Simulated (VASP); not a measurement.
**HfB: single point with PBE**

HfB:

```
Hf B
1.0
     2.34439    2.34439    0.00000
    -2.34439    2.34439    0.00000
     0.00000    0.00000    4.68878
Hf B
2 2
Direct
  0.50000 0.50000 0.00000
  0.00000 0.00000 0.50000
  0.00000 0.00000 0.00000
  0.50000 0.50000 0.50000
```

This cell differs from its parent crystal: equal strain along all axes, cell held: -3.0 %.

| Item | Value |
| --- | --- |
| Program | VASP 6.6.1 |
| Task | single point |
| Functional | PBE |
| Potentials or basis | VASP PAW PBE potentials, release 64 (Hf_pv, B) |
| Cutoff | 520 eV |
| k mesh | 12 × 12 × 10 |
| Occupations | gaussian, width 0.1 eV |
| Spin | no spin polarisation |
| Dipole correction | no |
| Further INCAR settings | ALGO = Normal; EDIFF = 1e-06; NBANDS = 21 |

| Quantity | Value |
| --- | --- |
| Pressure | 19.0 GPa |
| Band gap on the k mesh | zero (bands 13 and 14 overlap by 3.51 eV) |

Levels at points of the mesh, in eV from the Fermi level:
```tsv
k point	band 10	band 11	band 12	band 13	band 14	band 15	band 16	band 17	band 18	band 19
(0.00, 0.00, 0.00)	-0.99	2.15	2.15	2.15	2.22	2.22	3.83	3.83	3.83	4.05
(0.50, 0.00, 0.00)	-2.92	-1.11	-1.11	-0.83	-0.83	4.50	4.50	6.52	6.52	6.91
(0.50, 0.50, 0.00)	-1.04	-0.99	-0.99	2.22	2.22	2.22	2.22	5.96	5.96	7.52
(0.00, 0.00, 0.50)	-1.73	0.26	0.26	1.49	1.49	1.49	1.49	4.90	4.90	7.00
(0.50, 0.00, 0.50)	-4.22	-1.29	-1.29	-1.29	-1.29	6.24	6.24	6.24	6.24	7.22
(0.50, 0.50, 0.50)	-1.34	-1.34	-1.34	-1.28	-1.28	5.30	5.30	5.30	5.30	7.54
```

Wall time 3.7 min on 1 thread of Intel Xeon 8259CL (shared host), peak memory 0.3 GiB.

Caveat: the cell differs from its parent crystal (equal strain along all axes, cell held: -3.0 %); the cell stands under pressure; spin-orbit coupling is left out, which moves the levels of the heavy elements.
